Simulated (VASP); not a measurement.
Here is a VASP 6.6.1 calculation.

INCAR

```
PREC = Accurate ; ENCUT = 500
EDIFF = 1E-6 ; ISMEAR = 0
SIGMA = 0.02 ; LREAL = F
LASPH = T ; NELM = 120
ALGO = Normal ; ISIF = 2
LWAVE = F ; LCHARG = T
LELF = T ; LVHAR = T
NBANDS = 17 ; GGA_COMPAT = F
```

File KPOINTS:

```
Automatic mesh
0
Gamma
  8 8 8
```

File POSCAR:

```
TePb
1.0
    0.0000000000      3.1904425242      3.1904425242
    3.1904425242      0.0000000000      3.1904425242
    3.1904425242      3.1904425242      0.0000000000
Pb Te
1 1
Direct
    0.0000000000      0.0000000000      0.0000000000
    0.5000000000      0.5000000000      0.5000000000
```

Potentials or basis: VASP PAW LDA potentials, release 64 (Pb_d, Te).

Command:

```sh
$ cat potpaw_LDA.64/Pb_d/POTCAR potpaw_LDA.64/Te/POTCAR > POTCAR
$ mpirun -np 1 vasp_std > vasp.out
```

Problem. Predict the band gap on the k mesh.

Solution. 0.55 eV, direct.

Problem. Estimate the pressure.

Solution. 0.1 GPa.

Caveat: spin-orbit coupling is left out, which moves the levels of the heavy elements. A k mesh can miss the band edges.
